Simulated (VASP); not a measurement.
# I (P6_3/mmc) in VASP: notebook

Runs on I. Level: PBEsol. Tasks: relaxation of cell and atoms.

Everything below comes from runs of VASP 6.6.1. Logs are shortened: lines on timing, memory, paths and dates and some standing lists are left out, and cuts for length are marked.

## 1. The cell of the first run

The structure is hexagonal, space group P6_3/mmc (No. 194). Conventional cell: a = 3.590 Å, b = 3.590 Å, c = 5.862 Å, α = 90.00°, β = 90.00°, γ = 120.00°. I (site symmetry -6m2) has 12 I at 3.59 Å within 4.7 Å.

## 2. Relaxation of cell and atoms, PBEsol

INCAR

```
ALGO     = Normal         # electronic algorithm
EDIFF    = 1E-6           # SCF threshold, eV
EDIFFG   = -0.01          # ionic threshold
ENCUT    = 600            # plane-wave cutoff, eV
GGA      = PS             # functional
IBRION   = 2              # ionic algorithm
ISIF     = 3              # what is computed and relaxed
ISMEAR   = -1             # smearing method
LASPH    = T              # aspherical terms in the spheres
LCHARG   = F              # write CHGCAR
LREAL    = F              # projectors in reciprocal space
LWAVE    = F              # write WAVECAR
NELM     = 60             # most SCF steps
NSW      = 80             # ionic steps
PREC     = Accurate       # precision mode
SIGMA    = 0.05           # smearing width, eV
```

KPOINTS

```
k-points
0
Gamma
  8 8 5
```

POSCAR

```
I
1.0
    3.5900000000      0.0000000000      0.0000000000
   -1.7950000000      3.1090311996      0.0000000000
    0.0000000000      0.0000000000      5.8624700000
I
2
Direct
    0.3333333333      0.6666666667      0.2500000000
    0.6666666667      0.3333333333      0.7500000000
```

Potentials or basis: VASP PAW PBE potentials, release 64 (I).

Started as:

```bash
cat potpaw_PBE.64/I/POTCAR > POTCAR
mpirun -np 1 vasp_std > vasp.out
```

OUTCAR:

```text
EDIFF = 1E-6
   EDIFFG = -0.01
   ENCUT = 600
   GGA = PS
   IBRION = 2
   ISIF = 3
   ISMEAR = -1
   LASPH = T
   LREAL = F
   NELM = 60
   NSW = 80
   PREC = Accurate

 ion  position               nearest neighbor table
   1  0.333  0.667  0.250-
   2  0.667  0.333  0.750-

  LATTYP: Found a hexagonal cell.
 ALAT       =     3.5900000000
 C/A-ratio  =     1.6330000000

  Lattice vectors:

 A1 = (   3.5900000000,   0.0000000000,   0.0000000000)
 A2 = (  -1.7950000000,   3.1090311996,   0.0000000000)
 A3 = (   0.0000000000,   0.0000000000,   5.8624700000)

Analysis of symmetry for initial positions (statically):
=====================================================================
 Subroutine PRICEL returns:
 Original cell was already a primitive cell.

 Routine SETGRP: Setting up the symmetry group for a
 hexagonal supercell.

 Subroutine GETGRP returns: Found 24 space group operations
 (whereof 12 operations were pure point group operations)
 out of a pool of 24 trial point group operations.

The static configuration has the point symmetry D_3d.
 The point group associated with its full space group is D_6h.

Analysis of symmetry for dynamics (positions and initial velocities):
=====================================================================
 Subroutine PRICEL returns:
 Original cell was already a primitive cell.

 Routine SETGRP: Setting up the symmetry group for a
 hexagonal supercell.

 Subroutine GETGRP returns: Found 24 space group operations
 (whereof 12 operations were pure point group operations)
 out of a pool of 24 trial point group operations.

The dynamic configuration has the point symmetry D_3d.
 The point group associated with its full space group is D_6h.

 Subroutine INISYM returns: Found 24 space group operations
 (whereof 12 operations are pure point group operations),
 and found     1 'primitive' translations

----------------------------------------------------------------------------------------

                                     Primitive cell

  volume of cell :      65.4335

  direct lattice vectors                    reciprocal lattice vectors
     3.590000000  0.000000000  0.000000000     0.278551532  0.160821802  0.000000000
    -1.795000000  3.109031200  0.000000000     0.000000000  0.321643604  0.000000000
     0.000000000  0.000000000  5.862470000     0.000000000  0.000000000  0.170576566

  length of vectors
     3.590000000  3.590000000  5.862470000     0.321643604  0.321643604  0.170576566

  position of ions in fractional coordinates (direct lattice)
     0.333333333  0.666666667  0.250000000
     0.666666667  0.333333333  0.750000000

  ion indices of the primitive-cell ions
   primitive index   ion index
                 1           1
                 2           2

----------------------------------------------------------------------------------------

 KPOINTS: k-points

Automatic generation of k-mesh.
 Grid dimensions read from file:
 generate k-points for:    8    8    5

 Generating k-lattice:

  Cartesian coordinates                     Fractional coordinates (reciprocal lattice)
     0.034818942  0.020102725  0.000000000     0.125000000  0.000000000  0.000000000
     0.000000000  0.040205451  0.000000000     0.000000000  0.125000000  0.000000000
     0.000000000  0.000000000  0.034115313     0.000000000  0.000000000  0.200000000

  Length of vectors
     0.040205451  0.040205451  0.034115313

  Shift w.r.t. Gamma in fractional coordinates (k-lattice)
     0.000000000  0.000000000  0.000000000

 Subroutine IBZKPT returns following result:
 ===========================================

 Found     30 irreducible k-points:

 Following reciprocal coordinates:
            Coordinates               Weight
  0.000000  0.000000  0.000000      1.000000
  0.125000  0.000000  0.000000      6.000000
  0.250000  0.000000  0.000000      6.000000
  0.375000  0.000000  0.000000      6.000000
  0.500000  0.000000  0.000000      3.000000
  0.125000  0.125000  0.000000      6.000000
[... 16 lines left out ...]
  0.250000  0.000000  0.400000     12.000000
  0.375000  0.000000  0.400000     12.000000
 [... further k-points ...]
   k-points           NKPTS =     30   k-points in BZ     NKDIM =     30   number of bands    NBANDS=     11
   number of dos      NEDOS =    301   number of ions     NIONS =      2
   total plane-waves  NPLWV =  43200
   dimension x,y,z NGX =    30 NGY =   30 NGZ =   48
   dimension x,y,z NGXF=    60 NGYF=   60 NGZF=   96
   ions per type =               2
   NGX,Y,Z   is equivalent  to a cutoff of  13.89, 13.89, 13.61 a.u.
   NGXF,Y,Z  is equivalent  to a cutoff of  27.78, 27.78, 27.22 a.u.
 SYSTEM =  unknown system
   PREC   = accura    normal or accurate (medium, high low for compatibility)
   ISTART =      0    job   : 0-new  1-cont  2-samecut
   ICHARG =      2    charge: 1-file 2-atom 10-const
   ISPIN  =      1    spin polarized calculation?
   LNONCOLLINEAR =      F non collinear calculations
   LSORBIT =      F    spin-orbit coupling
   LASPH  =      T    aspherical Exc in radial PAW
   ENCUT  =  600.0 eV  44.10 Ry    6.64 a.u.   7.17  7.17 11.71*2*pi/ulx,y,z
   NELM   =     60;   NELMIN=  2; NELMDL= -5     # of ELM steps
   EDIFF  = 0.1E-05   stopping-criterion for ELM
   LREAL  =      F    real-space projection
   EDIFFG = -.1E-01   stopping-criterion for IOM
   NSW    =     80    number of steps for IOM
   IBRION =      2    ionic relax: 0-MD 1-quasi-New 2-CG
   NFREE  =      1    steps in history (QN), initial steepest desc. (CG)
   ISIF   =      3    stress and relaxation
   ISYM   =      2    0-nonsym 1-usesym 2-fastsym
   POTIM  = 0.5000    time-step for ionic-motion
   TEBEG  =    0.0;   TEEND  =   0.0 temperature during run
   PSTRESS=    0.0 pullay stress
   NELECT =      14.0000    total number of electrons
   NUPDOWN=      -1.0000    fix difference up-down
   EMIN   =  10.00;   EMAX   =-10.00  energy-range for DOS
   EFERMI =   0.00;   METHOD = LEGACY
   ISMEAR =    -1;   SIGMA  =   0.05  broadening in eV -4-tet -1-fermi 0-gaus
   EFERMI_NEDOS =   21; number of points for ismear=-14 and -15
   IALGO  =     38    algorithm
   IMIX   =      4    mixing-type and parameters
     AMIX     =   0.40;   BMIX     =  1.00
     AMIX_MAG =   1.60;   BMIX_MAG =  1.00
  volume/ion in A,a.u.               =      32.72       220.78
  Fermi-wavevector in a.u.,A,eV,Ry     =   0.979154  1.850332 13.044472  0.958742
  Thomas-Fermi vector in A             =   2.109985
   LORBIT       =      0    0 simple, 1 ext, 2 COOP (PROOUT), +10 PAW based schemes
   GGA     = PS    functional components
   LHFCALC =     F    Hartree Fock is set to
   AEXX    =    0.0000 exact exchange contribution
   IVDW    =     0    specifies the selected vdW correction
   LEPSILON=     F    determine dielectric tensor
   LRPA    =     F    only Hartree local field effects (RPA)
 conjugate gradient relaxation of ions
 non-spin polarized calculation
  energy-cutoff  :      600.00
  volume of cell :       65.43
 maximum number of plane-waves:      2196
 NGX is ok and might be reduce to    30
   NGX = 15   NGY = 15   NGZ = 23

--------------------------------------- Ionic step        1  -------------------------------------------

 number of electron      14.0000000 magnetization

 Free energy of the ion-electron system (eV)
  ---------------------------------------------------
  ext. energy  EPLUGINS =         0.00000000
  ---------------------------------------------------
  free energy    TOTEN  =        -2.68558094 eV

  energy without entropy =       -2.65428525  energy(sigma->0) =       -2.66993309

------------------------ aborting loop because EDIFF is reached ----------------------------------------

  FORCE on cell =-STRESS in cart. coord.  units (eV):
  Direction    XX          YY          ZZ          XY          YZ          ZX
  --------------------------------------------------------------------------------------
  -------------------------------------------------------------------------------------
  Total       -0.2177548     -0.2177548     -0.0682796      0.0000000     -0.0000000      0.0000000
  in kB       -5.3318517     -5.3318517     -1.6718666      0.0000000     -0.0000000      0.0000000
  external PRESSURE =      -4.1118567 kB  Pullay stress =       0.0000000 kB
[... 89 lines left out ...]
  FREE ENERGIE OF THE ION-ELECTRON SYSTEM (eV)
  ---------------------------------------------------
  free  energy   TOTEN  =        -2.6874390302 eV

  energy  without entropy=       -2.6577432462  energy(sigma->0) =       -2.67259114

 E-fermi :   7.0710     XC(G=0): -10.0827

 val. band max:        7.0289949151   @ k =   0.3750   0.0000   0.2000
 cond. band min:       7.1619186407   @ k =   0.5000   0.0000   0.4000
 fundamental gap:      0.1329237255
 Fermi energy:         7.0710166845

 k-point     1 :       0.0000    0.0000    0.0000
  band No.  band energies     occupation
      1      -8.1806      2.00000
      2      -7.2607      2.00000
      3       1.1239      2.00000
      4       6.0157      2.00000
      5       9.3453      0.00000
      6       9.3453      0.00000
      7       9.7089      0.00000
      8       9.7089      0.00000
      9      12.3028      0.00000
     10      16.0446      0.00000
     11      17.2418      0.00000
[... 309 lines left out ...]
 k-point    24 :       0.3750    0.0000    0.4000
  band No.  band energies     occupation
      1      -5.7736      2.00000
      2      -5.5637      2.00000
      3       1.7746      2.00000
      4       1.9933      2.00000
      5       4.6638      2.00000
      6       5.6426      2.00000
      7       7.2025      0.13444
      8       7.4336      0.00142
      9      12.2686      0.00000
     10      13.0878      0.00000
     11      13.3292      0.00000

 [... further k-points ...]

 E-fermi :   4.5431     XC(G=0):  -9.0819

 val. band max:        4.5408494110   @ k =   0.3750   0.0000   0.0000
 cond. band min:       4.5685802175   @ k =   0.3750   0.0000   0.2000
 fundamental gap:      0.0277308065
 Fermi energy:         4.5431084573

 k-point     1 :       0.0000    0.0000    0.0000
  band No.  band energies     occupation
      1      -9.6776      2.00000
      2      -9.3064      2.00000
      3      -0.0204      2.00000
      4       2.7768      2.00000
      5       6.4069      0.00000
      6       6.4069      0.00000
      7       6.5457      0.00000
      8       6.5457      0.00000
      9       9.0755      0.00000
     10      13.2625      0.00000
     11      13.8322      0.00000
[... 309 lines left out ...]
 k-point    24 :       0.3750    0.0000    0.4000
  band No.  band energies     occupation
      1      -7.8469      2.00000
      2      -7.7683      2.00000
      3      -0.0091      2.00000
      4       0.0774      2.00000
      5       2.5807      2.00000
      6       3.1316      2.00000
      7       4.6428      0.23990
      8       4.7379      0.03987
      9      10.0512      0.00000
     10      10.5959      0.00000
     11      11.0448      0.00000

 [... further k-points ...]

[... ionic steps 4 to 35 ...]

--------------------------------------- Ionic step       36  -------------------------------------------

 number of electron      13.9999997 magnetization

------------------------ aborting loop because EDIFF is reached ----------------------------------------
[... 67 lines left out ...]
--------------------------------------- Ionic step       38  -------------------------------------------

 number of electron      13.9999996 magnetization

 Free energy of the ion-electron system (eV)
  ---------------------------------------------------
  ext. energy  EPLUGINS =         0.00000000
  ---------------------------------------------------
  free energy    TOTEN  =        -3.09404083 eV

  energy without entropy =       -3.08494137  energy(sigma->0) =       -3.08949110

 E-fermi :   4.1425     XC(G=0):  -8.8233

 val. band max:        4.1339724796   @ k =   0.5000   0.0000   0.2000
 cond. band min:       4.1546728103   @ k =   0.5000   0.0000   0.0000
 fundamental gap:      0.0207003308
 Fermi energy:         4.1424698675

 k-point     1 :       0.0000    0.0000    0.0000
  band No.  band energies     occupation
      1     -10.1021      2.00000
      2      -9.8556      2.00000
      3      -0.2543      2.00000
      4       1.9363      2.00000
      5       6.0564      0.00000
      6       6.0564      0.00000
      7       6.1453      0.00000
      8       6.1453      0.00000
      9       8.2881      0.00000
     10      12.9915      0.00000
     11      13.4189      0.00000
[... 309 lines left out ...]
 k-point    24 :       0.3750    0.0000    0.4000
  band No.  band energies     occupation
      1      -8.2841      2.00000
      2      -8.2317      2.00000
      3      -0.4470      2.00000
      4      -0.3888      2.00000
      5       2.1786      2.00000
      6       2.6142      2.00000
      7       4.2511      0.20435
      8       4.3139      0.06283
      9       9.6648      0.00000
     10      10.1230      0.00000
     11      10.6370      0.00000

 [... further k-points ...]

------------------------ aborting loop because EDIFF is reached ----------------------------------------

  FORCE on cell =-STRESS in cart. coord.  units (eV):
  Direction    XX          YY          ZZ          XY          YZ          ZX
  --------------------------------------------------------------------------------------
  -------------------------------------------------------------------------------------
  Total        0.0044332      0.0044332     -0.0014942     -0.0000000     -0.0000000      0.0000000
  in kB        0.0957633      0.0957633     -0.0322763     -0.0000000     -0.0000000      0.0000000
  external PRESSURE =       0.0530834 kB  Pullay stress =       0.0000000 kB
[... 17 lines left out ...]
  FREE ENERGIE OF THE ION-ELECTRON SYSTEM (eV)
  ---------------------------------------------------
  free  energy   TOTEN  =        -3.0940408282 eV

  energy  without entropy=       -3.0849413705  energy(sigma->0) =       -3.08949110

 reached required accuracy - stopping structural energy minimisation
```

It took 3.9 min on 1 thread of Intel Xeon 6975P-C (Granite Rapids), shared host; peak memory 0.22 GiB.

Results:

```
Free energy                           : -3.0940 eV
Relaxed volume                        : 37.08 Å³/atom
Relaxed cell                          : a = 3.284 Å, b = 3.284 Å, c = 7.942 Å, α = 90.00°, β = 90.00°, γ = 120.00°
Space group after relaxing (to 0.1 Å) : P6_3/mmc (No. 194)
Energy gained by relaxing             : 204.2 meV/atom
Ionic steps                           : 38
Pressure after relaxing               : 0.0 GPa
Band gap on the k mesh                : zero (bands 7 and 8 overlap by 3.16 eV)
```

Step by step:
```csv
step,energy change (eV),largest force (eV/Å),pressure (GPa),volume (Å³)
1,0.0000,0.0000,-0.41,65.43
2,-0.0016,0.0000,-0.03,64.64
3,-0.0019,0.0000,0.19,64.21
4,-0.0034,0.0000,0.32,63.96
5,-0.0096,0.0000,0.73,63.21
6,-0.0267,0.0000,1.67,61.67
7,-0.0435,0.0000,4.73,58.49
8,-0.0366,0.0000,6.72,57.02
9,-0.0366,0.0000,6.72,57.02
10,-0.0367,0.0000,6.76,57.00
11,-0.0369,0.0000,6.84,56.96
12,-0.0373,0.0000,6.98,56.88
13,-0.0376,0.0000,7.27,56.71
14,-0.0365,0.0000,7.89,56.38
15,-0.0376,0.0000,7.38,56.65
16,-0.0383,0.0000,7.38,56.66
17,-0.0402,0.0000,7.38,56.68
18,-0.0441,0.0000,7.37,56.71
19,-0.0517,0.0000,7.35,56.78
20,-0.0666,0.0000,7.30,56.93
21,-0.0941,0.0000,7.25,57.21
22,-0.1361,0.0000,7.28,57.75
23,-0.1661,0.0000,7.83,58.78
24,-0.2188,0.0000,6.54,59.99
25,-0.3294,0.0000,3.30,63.75
26,-0.3824,0.0000,-0.88,71.73
27,-0.3863,0.0000,-0.27,70.17
28,-0.3864,0.0000,-0.19,69.91
29,-0.3901,0.0000,-0.14,70.16
30,-0.3987,0.0000,-0.04,70.89
31,-0.4069,0.0000,0.22,72.31
32,-0.4075,0.0000,0.32,72.73
33,-0.4075,0.0000,0.34,72.81
34,-0.4084,0.0000,0.07,73.65
35,-0.4084,0.0000,-0.03,73.96
36,-0.4084,0.0000,-0.01,73.94
37,-0.4084,0.0000,0.00,74.00
38,-0.4085,0.0000,0.01,74.17
```

Final structure:
```
I
1.0
     3.28380    0.00000    0.00000
    -1.64190    2.84386    0.00000
     0.00000    0.00000    7.94223
I
2
Direct
  0.33333 0.66667 0.25000
  0.66667 0.33333 0.75000
```

Levels at points of the mesh, in eV from the Fermi level:
| k point | band 3 | band 4 | band 5 | band 6 | band 7 | band 8 | band 9 | band 10 |
| --- | --- | --- | --- | --- | --- | --- | --- | --- |
| (0.00, 0.00, 0.00) | -4.40 | -2.21 | 1.91 | 1.91 | 2.00 | 2.00 | 4.15 | 8.85 |
| (0.50, 0.00, 0.00) | -5.60 | -5.44 | -1.72 | -1.00 | -0.20 | 0.01 | 4.85 | 5.98 |

Caveat: a cell axis changed by over 15 % at a fixed basis, so the end point is rough; the PAW data sets were made with another functional, which shifts forces and pressure a little; spin-orbit coupling is left out, which moves the levels of the heavy elements; this functional lacks dispersion, which binds layers or chains, so the pressure and a relaxed spacing across them are unreliable.

(Continued in part 2 of 2.)

The gap in the log of VASP goes by the Fermi energy; the results here count the filled bands.